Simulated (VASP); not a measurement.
Wanted: the native input for a VASP 6.6.1 run.

- Task: single point
- Functional: LDA
- Potentials or basis: VASP PAW LDA potentials, release 64 (Pb_d, F)
- Cutoff: 600 eV
- k mesh: 7 × 7 × 7
- Occupations: fermi-dirac, width 0.05 eV
- Spin: no spin polarisation
- Dipole correction: no
- Further INCAR settings: ALGO = Normal; EDIFF = 1e-06; NBANDS = 21

The structure of PbF2 (Fluorocronite) lies in POSCAR:

```
PbF2
1.0
    0.0000000000      2.9832874594      2.9832874594
    2.9832874594      0.0000000000      2.9832874594
    2.9832874594      2.9832874594      0.0000000000
Pb F
1 2
Direct
    0.0000000000      0.0000000000      0.0000000000
    0.7500000000      0.7500000000      0.7500000000
    0.2500000000      0.2500000000      0.2500000000
```

These files were run (other wordings do the same):

INCAR

```
SYSTEM = PbF2
ALGO = Normal
EDIFF = 1E-6
ENCUT = 600
GGA = CA
GGA_COMPAT = .False.
ISIF = 2
ISMEAR = -1
LASPH = .True.
LCHARG = .True.
LELF = .True.
LREAL = .False.
LVHAR = .True.
LWAVE = .False.
NBANDS = 21
NELM = 120
PREC = Accurate
SIGMA = 0.05
```

KPOINTS

```
k-points
0
Gamma
  7 7 7
  0 0 0
```

Potentials or basis: VASP PAW LDA potentials, release 64 (Pb_d, F).

Run with:

```bash
$ cat potpaw_LDA.64/Pb_d/POTCAR potpaw_LDA.64/F/POTCAR > POTCAR
$ mpirun -np 1 vasp_std > vasp.out
```

It gave:

The pressure is -5.8 GPa and the band gap on the k mesh is 4.26 eV, indirect (least direct gap 4.48 eV).

Caveat: spin-orbit coupling is left out, which moves the levels of the heavy elements.

Run time: 31 s on 1 thread of Intel Xeon 6975P-C (shared host), peak memory 0.18 GiB.
